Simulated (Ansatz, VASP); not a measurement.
**One calculation of K4InP2, two programs**

File INCAR:

```
ALGO = Normal
EDIFF = 1E-6
EDIFFG = -0.01
ENCUT = 600
GGA = PS
IBRION = 2
ISIF = 3
ISMEAR = 0
LASPH = True
LCHARG = False
LREAL = False
LWAVE = False
NELM = 60
NSW = 60
PREC = Accurate
SIGMA = 0.0139
```

KPOINTS

```
k-points
0
Gamma
  4 4 4
```

The input POSCAR:

```
K4InP2
1.0
    2.8337970000      4.9082800000      0.0000000000
   -2.8337970000      4.9082800000      0.0000000000
    0.0000000000     -3.2721830000      8.9869290000
K In P
4 1 2
Direct
    0.3891000000      0.3891000000      0.1673000000
    0.6109000000      0.6109000000      0.8327000000
    0.2080000000      0.2080000000      0.6240000000
    0.7920000000      0.7920000000      0.3760000000
    0.0000000000      0.0000000000      0.0000000000
    0.0883000000      0.0883000000      0.2649000000
    0.9117000000      0.9117000000      0.7351000000
```

Input for Ansatz:

```yaml
crystal:
  lattice:
    - [2.833797, 4.90828, 0.0]
    - [-2.833797, 4.90828, 0.0]
    - [0.0, -3.272183, 8.986929]
  atoms:
    - { symbol: K, position: [0.3891, 0.3891, 0.1673] }
    - { symbol: K, position: [0.6109, 0.6109, 0.8327] }
    - { symbol: In, position: [0.0, 0.0, 0.0] }
    - { symbol: P, position: [0.0883, 0.0883, 0.2649] }
    - { symbol: P, position: [0.9117, 0.9117, 0.7351] }
    - { symbol: K, position: [0.208, 0.208, 0.624] }
    - { symbol: K, position: [0.792, 0.792, 0.376] }
  symmetry: { tolerance: 0.0003 }
kpoints:
  mp_grid: { grid: [4, 4, 4], shift: [0, 0, 0] }
magnetization:
  spin_polarized: false
scf:
  occupations: { method: gaussian, width: 0.0139 }
  initial_density: { chi_scale: 0.1 }
hamiltonian:
  pseudopotentials: { kind: paw }
  xc: pbesol
basis:
  ecutwfc: 420
output:
  forces: true
  stress: true
  eigenvalues: true
relax:
  max_steps: 40
  cell: {}
```

Alike in both runs: task relaxation of cell and atoms; functional PBEsol; k mesh 4 × 4 × 4; occupations gaussian, width 0.0139 eV; no spin polarisation.

|  | VASP | Ansatz |
| --- | --- | --- |
| version | VASP 6.6.1 | Ansatz 0.2.0 |
| potentials or method | VASP PAW PBE potentials, release 64 (K_sv, In_d, P), cutoff 600 eV | PAW plane waves |
| valence electrons in the cell | 59 | 59 |

Ansatz gave:

| Quantity | Value |
| --- | --- |
| gap on the k mesh at the Fermi level, each at its own relaxed structure (eV) | none |
| relaxed volume (Å³/atom) | 36.34 |

Estimate VASP's values.

gap on the k mesh at the Fermi level, each at its own relaxed structure (eV): none; relaxed volume (Å³/atom): 36.37.

VASP's potentials were made for PBE, not for PBEsol. A gap of «none» marks a metal or a gap that the smearing closes. Ansatz's warnings: structure snapped to symmetry.
